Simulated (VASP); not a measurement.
Runs of VASP 6.6.1 on SiC. The structure is that of space group F-43m (No. 216), or close to it. The cells are those of the table. 

| task | cell | k mesh | smearing | gap on the mesh (eV) | pressure (GPa) |
| --- | --- | --- | --- | --- | --- |
| single point | a = 3.083 Å, angles 60.0°, 2 atoms | 8 × 8 × 8 | gaussian 0.1 eV | 1.31 | (a) |
| single point | a = 3.061 Å, angles 60.0°, 2 atoms | 10 × 10 × 10 | gaussian 0.02 eV | 1.29 | 0.2 |
| single point | a = 3.061 Å, angles 60.0°, 2 atoms | 12 × 12 × 12 | gaussian 0.02 eV | 1.29 | 0.2 |
| relaxation of cell and atoms | relaxed from a = 3.083 Å, angles 60.0°, 2 atoms | 10 × 10 × 10 | gaussian 0.02 eV | 1.29 | 0.0 |

Alike in all rows: level LDA; potentials or basis VASP PAW LDA potentials, release 64 (Si, C); no spin polarisation; cutoff (eV) 600.

Question: Fill in the values left out.

Answer: (a) -4.5.

Caveats: the cell stands under tension (at least some runs).

A k mesh can miss the band edges.
